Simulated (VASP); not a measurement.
Wanted: the native input for a VASP 6.6.1 run.

* Task: single point
* Functional: PBE
* Potentials or basis: VASP PAW PBE potentials, release 64 (Ti_sv, H)
* Cutoff: 520 eV
* k mesh: 8 × 8 × 1
* Occupations: gaussian, width 0.1 eV
* Spin: no spin polarisation
* Dipole correction: yes
* Further INCAR settings: ALGO = Normal; EDIFF = 1e-06; NBANDS = 32

The structure of Ti4H lies in POSCAR:

```
Ti4H
1.0
    3.2553359259      0.0000000000      0.0000000000
    0.0000000000      3.2553359259      0.0000000000
    0.0000000000      0.0000000000     20.1793674375
Ti H
4 1
Direct
    0.5000000000      0.5000000000      0.1982222690
    0.0000000000      0.0000000000      0.2788822782
    0.5000000000      0.5000000000      0.3551865247
    0.0000000000      0.0000000000      0.4301109767
    0.2500000000      0.2500000000      0.4959555610
```

These files were run (other wordings do the same):

INCAR

```
PREC = Accurate ; ENCUT = 520
EDIFF = 1E-6 ; ISMEAR = 0
SIGMA = 0.1 ; LREAL = F
LASPH = T ; NELM = 100
ALGO = Normal ; ISIF = 2
LWAVE = F ; LCHARG = F
LDIPOL = T ; IDIPOL = 3
DIPOL = 0.5 0.5 0.352 ; GGA = PE
NBANDS = 32
```

KPOINTS

```
Automatic mesh
0
Gamma
  8 8 1
```

Potentials or basis: VASP PAW PBE potentials, release 64 (Ti_sv, H).

Command:

```sh
$ cat potpaw_PBE.64/Ti_sv/POTCAR potpaw_PBE.64/H/POTCAR > POTCAR
$ mpirun -np 1 vasp_std > vasp.out
```

Results of the run:

The largest force is 0.785 eV/Å.

Wall time 110 s on 1 thread of Intel(R) Xeon(R) 6975P-C (Granite Rapids) (shared host), peak memory 0.34 GiB.
